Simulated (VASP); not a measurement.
# In3Sb (Pm-3m) in VASP: further runs

In3Sb is run at these levels: PBEsol; tasks: single point.

Program: VASP 6.6.1. These are calculated values, not measurements. Logs are shortened: lines on timing, memory, paths and dates and some standing lists are left out, and cuts for length are marked.

## 1. The cell of the first run

The structure is cubic, space group Pm-3m (No. 221). Conventional cell: a = 4.738 Å, b = 4.738 Å, c = 4.738 Å, α = 90.00°, β = 90.00°, γ = 90.00°. Within 4.4 Å of Sb (site symmetry m-3m) lie 12 In at 3.35 Å. In (site symmetry 4/mmm) has 4 Sb at 3.35 Å and 8 In at 3.35 Å within 4.4 Å.

## 2. Single point, PBEsol (26.59 Å³/atom)

INCAR

```
PREC = Accurate
ENCUT = 520
EDIFF = 1E-6
ISMEAR = -1
SIGMA = 0.05
LREAL = False
LASPH = True
NELM = 80
ALGO = Normal
ISIF = 2
LWAVE = False
LCHARG = False
GGA = PS
NBANDS = 30
```

KPOINTS

```
regular mesh
0
Gamma
  6 6 6
```

POSCAR

```
In3Sb
1.0
    4.7382207836      0.0000000000      0.0000000000
    0.0000000000      4.7382207836      0.0000000000
    0.0000000000      0.0000000000      4.7382207836
Sb In
1 3
Direct
    0.0000000000      0.0000000000      0.0000000000
    0.0000000000      0.5000000000      0.5000000000
    0.5000000000      0.0000000000      0.5000000000
    0.5000000000      0.5000000000      0.0000000000
```

Potentials or basis: VASP PAW PBE potentials, release 64 (Sb, In_d).

The run is started by

```console
$ cat potpaw_PBE.64/Sb/POTCAR potpaw_PBE.64/In_d/POTCAR > POTCAR
$ mpirun -np 1 vasp_std > vasp.out
```

OUTCAR:

```text
PREC = Accurate
   ENCUT = 520
   EDIFF = 1E-6
   ISMEAR = -1
   LREAL = False
   LASPH = True
   NELM = 80
   ISIF = 2
   GGA = PS

 ion  position               nearest neighbor table
   1  0.000  0.000  0.000-   2 3.35   3 3.35   4 3.35   2 3.35   3 3.35   2 3.35   4 3.35   2 3.35
                             3 3.35   4 3.35   3 3.35   4 3.35
   2  0.000  0.500  0.500-   1 3.35   3 3.35   4 3.35   1 3.35   4 3.35   1 3.35   3 3.35   1 3.35
                             3 3.35   4 3.35   4 3.35   3 3.35
   3  0.500  0.000  0.500-   1 3.35   2 3.35   4 3.35   1 3.35   4 3.35   2 3.35   4 3.35   4 3.35
                             1 3.35   2 3.35   1 3.35   2 3.35
   4  0.500  0.500  0.000-   1 3.35   2 3.35   3 3.35   2 3.35   3 3.35   1 3.35   3 3.35   3 3.35
                             1 3.35   2 3.35   2 3.35   1 3.35

  LATTYP: Found a simple cubic cell.
 ALAT       =     4.7382207836

  Lattice vectors:

 A1 = (   4.7382207836,   0.0000000000,   0.0000000000)
 A2 = (   0.0000000000,   4.7382207836,   0.0000000000)
 A3 = (   0.0000000000,   0.0000000000,   4.7382207836)

Analysis of symmetry for initial positions (statically):
=====================================================================
 Subroutine PRICEL returns:
 Original cell was already a primitive cell.

 Routine SETGRP: Setting up the symmetry group for a
 simple cubic supercell.

 Subroutine GETGRP returns: Found 48 space group operations
 (whereof 48 operations were pure point group operations)
 out of a pool of 48 trial point group operations.

The static configuration has the point symmetry O_h .

Analysis of symmetry for dynamics (positions and initial velocities):
=====================================================================
 Subroutine PRICEL returns:
 Original cell was already a primitive cell.

 Routine SETGRP: Setting up the symmetry group for a
 simple cubic supercell.

 Subroutine GETGRP returns: Found 48 space group operations
 (whereof 48 operations were pure point group operations)
 out of a pool of 48 trial point group operations.

The dynamic configuration has the point symmetry O_h .

 Subroutine INISYM returns: Found 48 space group operations
 (whereof 48 operations are pure point group operations),
 and found     1 'primitive' translations

----------------------------------------------------------------------------------------

                                     Primitive cell

  volume of cell :     106.3765

  direct lattice vectors                    reciprocal lattice vectors
     4.738220784  0.000000000  0.000000000     0.211049684  0.000000000  0.000000000
     0.000000000  4.738220784  0.000000000     0.000000000  0.211049684  0.000000000
     0.000000000  0.000000000  4.738220784     0.000000000  0.000000000  0.211049684

  length of vectors
     4.738220784  4.738220784  4.738220784     0.211049684  0.211049684  0.211049684

  position of ions in fractional coordinates (direct lattice)
     0.000000000  0.000000000  0.000000000
     0.000000000  0.500000000  0.500000000
     0.500000000  0.000000000  0.500000000
     0.500000000  0.500000000  0.000000000

  ion indices of the primitive-cell ions
   primitive index   ion index
                 1           1
                 2           2
                 3           3
                 4           4

----------------------------------------------------------------------------------------

 KPOINTS: regular mesh

Automatic generation of k-mesh.
 Grid dimensions read from file:
 generate k-points for:    6    6    6

 Generating k-lattice:

  Cartesian coordinates                     Fractional coordinates (reciprocal lattice)
     0.035174947  0.000000000  0.000000000     0.166666667  0.000000000  0.000000000
     0.000000000  0.035174947  0.000000000     0.000000000  0.166666667  0.000000000
     0.000000000  0.000000000  0.035174947     0.000000000  0.000000000  0.166666667

  Length of vectors
     0.035174947  0.035174947  0.035174947

  Shift w.r.t. Gamma in fractional coordinates (k-lattice)
     0.000000000  0.000000000  0.000000000

 Subroutine IBZKPT returns following result:
 ===========================================

 Found     20 irreducible k-points:

 Following reciprocal coordinates:
            Coordinates               Weight
  0.000000  0.000000  0.000000      1.000000
  0.166667  0.000000  0.000000      6.000000
  0.333333  0.000000  0.000000      6.000000
  0.500000  0.000000  0.000000      3.000000
  0.166667  0.166667  0.000000     12.000000
  0.333333  0.166667  0.000000     24.000000
[... 12 lines left out ...]
  0.500000  0.500000  0.333333      6.000000
  0.500000  0.500000  0.500000      1.000000
   k-points           NKPTS =     20   k-points in BZ     NKDIM =     20   number of bands    NBANDS=     30
   number of dos      NEDOS =    301   number of ions     NIONS =      4
   total plane-waves  NPLWV =  46656
   dimension x,y,z NGX =    36 NGY =   36 NGZ =   36
   dimension x,y,z NGXF=    72 NGYF=   72 NGZF=   72
   ions per type =               1   3
   NGX,Y,Z   is equivalent  to a cutoff of  12.63, 12.63, 12.63 a.u.
   NGXF,Y,Z  is equivalent  to a cutoff of  25.26, 25.26, 25.26 a.u.
 SYSTEM =  unknown system
   PREC   = accura    normal or accurate (medium, high low for compatibility)
   ISTART =      0    job   : 0-new  1-cont  2-samecut
   ICHARG =      2    charge: 1-file 2-atom 10-const
   ISPIN  =      1    spin polarized calculation?
   LNONCOLLINEAR =      F non collinear calculations
   LSORBIT =      F    spin-orbit coupling
   LASPH  =      T    aspherical Exc in radial PAW
   ENCUT  =  520.0 eV  38.22 Ry    6.18 a.u.   8.81  8.81  8.81*2*pi/ulx,y,z
   NELM   =     80;   NELMIN=  2; NELMDL= -5     # of ELM steps
   EDIFF  = 0.1E-05   stopping-criterion for ELM
   LREAL  =      F    real-space projection
   EDIFFG = 0.1E-04   stopping-criterion for IOM
   NSW    =      0    number of steps for IOM
   IBRION =     -1    ionic relax: 0-MD 1-quasi-New 2-CG
   NFREE  =      0    steps in history (QN), initial steepest desc. (CG)
   ISIF   =      2    stress and relaxation
   ISYM   =      2    0-nonsym 1-usesym 2-fastsym
   POTIM  = 0.5000    time-step for ionic-motion
   TEBEG  =    0.0;   TEEND  =   0.0 temperature during run
   PSTRESS=    0.0 pullay stress
   NELECT =      44.0000    total number of electrons
   NUPDOWN=      -1.0000    fix difference up-down
   EMIN   =  10.00;   EMAX   =-10.00  energy-range for DOS
   EFERMI =   0.00;   METHOD = LEGACY
   ISMEAR =    -1;   SIGMA  =   0.05  broadening in eV -4-tet -1-fermi 0-gaus
   EFERMI_NEDOS =   21; number of points for ismear=-14 and -15
   IALGO  =     38    algorithm
   IMIX   =      4    mixing-type and parameters
     AMIX     =   0.40;   BMIX     =  1.00
     AMIX_MAG =   1.60;   BMIX_MAG =  1.00
  volume/ion in A,a.u.               =      26.59       179.47
  Fermi-wavevector in a.u.,A,eV,Ry     =   1.219768  2.305027 20.243197  1.487833
  Thomas-Fermi vector in A             =   2.355008
   LORBIT       =      0    0 simple, 1 ext, 2 COOP (PROOUT), +10 PAW based schemes
   GGA     = PS    functional components
   LHFCALC =     F    Hartree Fock is set to
   AEXX    =    0.0000 exact exchange contribution
   IVDW    =     0    specifies the selected vdW correction
   LEPSILON=     F    determine dielectric tensor
   LRPA    =     F    only Hartree local field effects (RPA)
 non-spin polarized calculation
  energy-cutoff  :      520.00
  volume of cell :      106.38
 maximum number of plane-waves:      2897
 NGX is ok and might be reduce to    36
   NGX = 17   NGY = 17   NGZ = 17

 number of electron      44.0000047 magnetization

 Free energy of the ion-electron system (eV)
  ---------------------------------------------------
  ext. energy  EPLUGINS =         0.00000000
  ---------------------------------------------------
  free energy    TOTEN  =       -13.43831241 eV

  energy without entropy =      -13.41962269  energy(sigma->0) =      -13.42896755

 E-fermi :   7.3698     XC(G=0): -10.3347

 val. band max:        7.3158401747   @ k =   0.5000   0.5000   0.0000
 cond. band min:       7.3744696193   @ k =   0.5000   0.3333   0.0000
 fundamental gap:      0.0586294445
 Fermi energy:         7.3698340043

 k-point     1 :       0.0000    0.0000    0.0000
  band No.  band energies     occupation
      1      -7.1792      2.00000
      2      -7.1691      2.00000
      3      -7.1691      2.00000
      4      -7.1691      2.00000
      5      -7.0215      2.00000
      6      -7.0215      2.00000
[... 22 lines left out ...]
     29      13.6659      0.00000
     30      14.1521      0.00000

 k-point     2 :       0.1667    0.0000    0.0000
  band No.  band energies     occupation
      1      -7.1639      2.00000
      2      -7.1550      2.00000
      3      -7.1416      2.00000
      4      -7.1416      2.00000
      5      -7.0179      2.00000
      6      -7.0025      2.00000
[... 22 lines left out ...]
     29      14.1043      0.00000
     30      14.2868      0.00000

 k-point     3 :       0.3333    0.0000    0.0000
  band No.  band energies     occupation
      1      -7.1530      2.00000
      2      -7.0956      2.00000
      3      -7.0659      2.00000
      4      -7.0659      2.00000
      5      -7.0083      2.00000
      6      -6.9546      2.00000
[... 22 lines left out ...]
     29      14.3002      0.00000
     30      14.3025      0.00000

 k-point     4 :       0.5000    0.0000    0.0000
  band No.  band energies     occupation
      1      -7.1471      2.00000
      2      -7.0560      2.00000
      3      -6.9930      2.00000
      4      -6.9846      2.00000
      5      -6.9846      2.00000
      6      -6.9297      2.00000
[... 22 lines left out ...]
     29      12.5881      0.00000
     30      13.3182      0.00000

 k-point     5 :       0.1667    0.1667    0.0000
  band No.  band energies     occupation
      1      -7.1460      2.00000
      2      -7.1403      2.00000
      3      -7.1272      2.00000
      4      -7.1140      2.00000
      5      -7.0072      2.00000
      6      -6.9896      2.00000
[... 22 lines left out ...]
     29      14.1476      0.00000
     30      14.4169      0.00000
[... 394 lines left out ...]
     29      13.9507      0.00000
     30      15.3493      0.00000

 k-point    18 :       0.5000    0.3333    0.3333
  band No.  band energies     occupation
      1      -7.0972      2.00000
      2      -7.0749      2.00000
      3      -7.0399      2.00000
      4      -7.0283      2.00000
      5      -7.0270      2.00000
      6      -7.0164      2.00000
[... 22 lines left out ...]
     29      14.4893      0.00000
     30      14.5327      0.00000

 k-point    19 :       0.5000    0.5000    0.3333
  band No.  band energies     occupation
      1      -7.1166      2.00000
      2      -7.0579      2.00000
      3      -7.0579      2.00000
      4      -7.0572      2.00000
      5      -7.0181      2.00000
      6      -7.0181      2.00000
[... 22 lines left out ...]
     29      14.4881      0.00000
     30      15.2928      0.00000

 k-point    20 :       0.5000    0.5000    0.5000
  band No.  band energies     occupation
      1      -7.1408      2.00000
      2      -7.0698      2.00000
      3      -7.0698      2.00000
      4      -7.0698      2.00000
      5      -7.0246      2.00000
      6      -7.0246      2.00000
[... 22 lines left out ...]
     29      15.6352      0.00000
     30      15.7218      0.00000

------------------------ aborting loop because EDIFF is reached ----------------------------------------

  FORCE on cell =-STRESS in cart. coord.  units (eV):
  Direction    XX          YY          ZZ          XY          YZ          ZX
  --------------------------------------------------------------------------------------
  -------------------------------------------------------------------------------------
  Total       -0.1809980     -0.1809980     -0.1809980      0.0000000      0.0000000     -0.0000000
  in kB       -2.7260796     -2.7260796     -2.7260796      0.0000000      0.0000000     -0.0000000
  external PRESSURE =      -2.7260796 kB  Pullay stress =       0.0000000 kB

 VOLUME and BASIS-vectors are now :
 -----------------------------------------------------------------------------
  energy-cutoff  :      520.00
  volume of cell :      106.38
      direct lattice vectors                 reciprocal lattice vectors
     4.738220784  0.000000000  0.000000000     0.211049684  0.000000000  0.000000000
     0.000000000  4.738220784  0.000000000     0.000000000  0.211049684  0.000000000
     0.000000000  0.000000000  4.738220784     0.000000000  0.000000000  0.211049684

 POSITION                                       TOTAL-FORCE (eV/Angst)
 -----------------------------------------------------------------------------------
      0.00000      0.00000      0.00000         0.000000      0.000000      0.000000
      0.00000      2.36911      2.36911         0.000000      0.000000      0.000000
      2.36911      0.00000      2.36911         0.000000      0.000000      0.000000
      2.36911      2.36911      0.00000         0.000000      0.000000      0.000000
 -----------------------------------------------------------------------------------
    total drift:                                0.000000      0.000000      0.000000

  FREE ENERGIE OF THE ION-ELECTRON SYSTEM (eV)
  ---------------------------------------------------
  free  energy   TOTEN  =       -13.4383124061 eV

  energy  without entropy=      -13.4196226909  energy(sigma->0) =      -13.42896755
```

Wall time 80 s (1 thread of Intel Xeon 8259CL, shared host); peak memory 0.23 GiB.

What came out:

- Free energy: -13.4383 eV
- Pressure: -0.3 GPa
- Band gap on the k mesh: zero (bands 22 and 23 overlap by 3.82 eV)

Levels at points of the mesh, in eV from the Fermi level:
| k point | band 20 | band 21 | band 22 | band 23 | band 24 | band 25 |
| --- | --- | --- | --- | --- | --- | --- |
| (0.00, 0.00, 0.00) | -2.99 | -2.22 | -2.22 | 2.42 | 2.42 | 2.42 |
| (0.50, 0.00, 0.00) | -1.60 | -1.57 | -0.22 | -0.22 | 0.21 | 1.06 |
| (0.50, 0.50, 0.00) | -0.57 | -0.05 | 0.47 | 0.47 | 1.54 | 1.60 |
| (0.50, 0.50, 0.50) | -4.18 | -4.18 | -4.18 | -3.28 | 5.63 | 5.63 |

Caveat: the PAW data sets were made with another functional, which shifts forces and pressure a little; spin-orbit coupling is left out, which moves the levels of the heavy elements.

## 3. Single point, PBEsol (27.16 Å³/atom)

This run uses another cell than the first one, of 27.16 Å³/atom.

INCAR

```
PREC = Accurate ; ENCUT = 520
EDIFF = 1E-7 ; ISMEAR = -1
SIGMA = 0.05 ; LREAL = False
LASPH = True ; NELM = 60
ALGO = Normal ; ISIF = 2
LWAVE = False ; LCHARG = False
GGA = PS ; NBANDS = 30
```

KPOINTS

```
Automatic mesh
0
Gamma
  6 6 6
```

POSCAR

```
In3Sb
1.0
    4.7715896350      0.0000000000      0.0000000000
    0.0000000000      4.7715896350      0.0000000000
    0.0000000000      0.0000000000      4.7715896350
Sb In
1 3
Direct
    0.0000000000      0.0000000000      0.0000000000
    0.0000000000      0.5000000000      0.5000000000
    0.5000000000      0.0000000000      0.5000000000
    0.5000000000      0.5000000000      0.0000000000
```

Potentials or basis: VASP PAW PBE potentials, release 64 (Sb, In_d).

The run is started by

```console
$ cat potpaw_PBE.64/Sb/POTCAR potpaw_PBE.64/In_d/POTCAR > POTCAR
$ mpirun -np 1 vasp_std > vasp.out
```

Run time: 73 s. Hardware: 1 thread of Intel Xeon 8259CL, shared host; peak memory 0.23 GiB.

Results (log left out):

```
Free energy            : -13.4291 eV
Pressure               : -1.1 GPa
Band gap on the k mesh : zero (bands 22 and 23 overlap by 3.68 eV)
```

Levels at points of the mesh, in eV from the Fermi level:
| k point | band 18 | band 19 | band 20 | band 21 | band 22 | band 23 | band 24 | band 25 | band 26 | band 27 |
| --- | --- | --- | --- | --- | --- | --- | --- | --- | --- | --- |
| (0.00, 0.00, 0.00) | -2.90 | -2.90 | -2.90 | -2.24 | -2.24 | 2.39 | 2.39 | 2.39 | 3.96 | 3.96 |
| (0.50, 0.00, 0.00) | -3.80 | -1.63 | -1.55 | -1.55 | -0.19 | -0.19 | 0.22 | 1.09 | 4.68 | 4.68 |
| (0.50, 0.50, 0.00) | -6.00 | -5.74 | -0.55 | -0.05 | 0.43 | 0.43 | 1.50 | 1.61 | 1.61 | 1.92 |
| (0.50, 0.50, 0.50) | -4.37 | -4.37 | -4.06 | -4.06 | -4.06 | -3.19 | 5.52 | 5.52 | 5.52 | 8.13 |

Caveat: the PAW data sets were made with another functional, which shifts forces and pressure a little; spin-orbit coupling is left out, which moves the levels of the heavy elements.

(Part 1 of 2 ends here.)
